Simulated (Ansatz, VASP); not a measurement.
## Two plane-wave programs on MgO

Contents of INCAR:

```
  ALGO = Normal
  EDIFF = 1E-6
  ENCUT = 520
  GGA = PE
  ISIF = 2
  ISMEAR = 0
  LASPH = T
  LCHARG = F
  LREAL = F
  LWAVE = F
  NBANDS = 16
  NELM = 100
  PREC = Accurate
  SIGMA = 0.05
```

File KPOINTS:

```
k-points
0
Gamma
  9 9 6
```

The input POSCAR:

```
MgO
1.0
    3.3152854007      0.0000000000      0.0000000000
   -1.6576427004      2.8711213778      0.0000000000
    0.0000000000      0.0000000000      5.1215474231
Mg O
2 2
Direct
    0.2865415654      0.6406489578      0.0063188067
    0.7134584346      0.3593510422      0.5063188067
    0.3765664691      0.6907056630      0.3982811933
    0.6234335309      0.3092943370      0.8982811933
```

Input for Ansatz:

```yaml
crystal:
  lattice:
    - [3.3152854007, 0.0, 0.0]
    - [-1.6576427004, 2.8711213778, 0.0]
    - [0.0, 0.0, 5.1215474231]
  atoms:
    - { symbol: Mg, position: [0.2865415654, 0.6406489578, 0.0063188067] }
    - { symbol: Mg, position: [0.7134584346, 0.3593510422, 0.5063188067] }
    - { symbol: O, position: [0.3765664691, 0.690705663, 0.3982811933] }
    - { symbol: O, position: [0.6234335309, 0.309294337, 0.8982811933] }
basis:
  ecutwfc: 520.0
kpoints:
  mp_grid: { grid: [9, 9, 6] }
hamiltonian:
  xc: pbe
  pseudopotentials: { kind: paw, azcp: { folder: soft_1 } }
scf:
  occupations: { method: gaussian, width: 0.05 }
output:
  forces: true
  stress: true
  eigenvalues: true
```

Change from the starting cell: mode 4 frozen in at -0.112 Å and mode 5 at -0.075 Å (largest displacements).

Alike in both runs: task single point; functional PBE; k mesh 9 × 9 × 6; occupations gaussian, width 0.05 eV; no spin polarisation.

```csv
,VASP,Ansatz
version,VASP 6.6.1,Ansatz 0.2.0
potentials or method,"VASP PAW PBE potentials, release 64 (Mg, O), cutoff 520 eV","scalar-relativistic, plane waves, PAW"
valence electrons in the cell,16,32
```

```tsv
	VASP	Ansatz	Ansatz less VASP
gap on the k mesh at the Fermi level (eV)	3.27	3.29	+0.021
least direct gap on the mesh (eV)	3.27	3.29	+0.021
pressure (GPa)	-0.8	-0.3	+0.43
traceless stress, the component that is largest in VASP (GPa)	0.55	0.52	-0.030
rms of the force components (eV/Å)	0.219	0.217	-0.0021
```

Atom by atom the forces differ by 0.002 eV/Å (rms over components). The functional is the same, so the differences come from potentials, cutoffs and numerics. VASP's potentials hold 16 valence electrons a cell and Ansatz's 32, so a difference there can come from the potentials and not from the codes.
